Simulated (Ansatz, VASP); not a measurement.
One calculation of Ta2B2O, two programs

```
Ta B O
1.0
     4.30201    0.00000    0.00000
     0.00000    4.30201    0.00000
     0.00000    0.00000    3.16149
Ta B O
2 2 1
Direct
  0.00000 0.50000 0.50000
  0.50000 0.00000 0.50000
  0.50000 0.50000 0.75197
  0.50000 0.50000 0.24803
  0.00000 0.00000 0.00000
```

Alike in both runs: functional PBE; k mesh 10 × 10 × 12; occupations gaussian, width 0.1 eV; no spin polarisation.

Ansatz relaxed the structure, and its values are those at the end. VASP's run is a single point on that final structure, the one shown.

```csv
,VASP,Ansatz
version,VASP 6.6.1,Ansatz 0.2.0
potentials or method,"VASP PAW PBE potentials, release 64 (Ta_pv, B, O), cutoff 520 eV","scalar-relativistic, plane waves, PAW"
valence electrons in the cell,34,38
```

|  | VASP | Ansatz | Ansatz less VASP |
| --- | --- | --- | --- |
| gap on the k mesh at the Fermi level (eV) | none | none | - |
| pressure (GPa) | 0.2 | 0.0 | -0.21 |
| rms of the force components (eV/Å) | 0.013 | 0.000 | -0.0134 |

A gap of «none» marks a metal or a gap that the smearing closes. VASP's potentials hold 34 valence electrons a cell and Ansatz's 38, so a difference there can come from the potentials and not from the codes.

Neither program's run includes spin-orbit coupling.
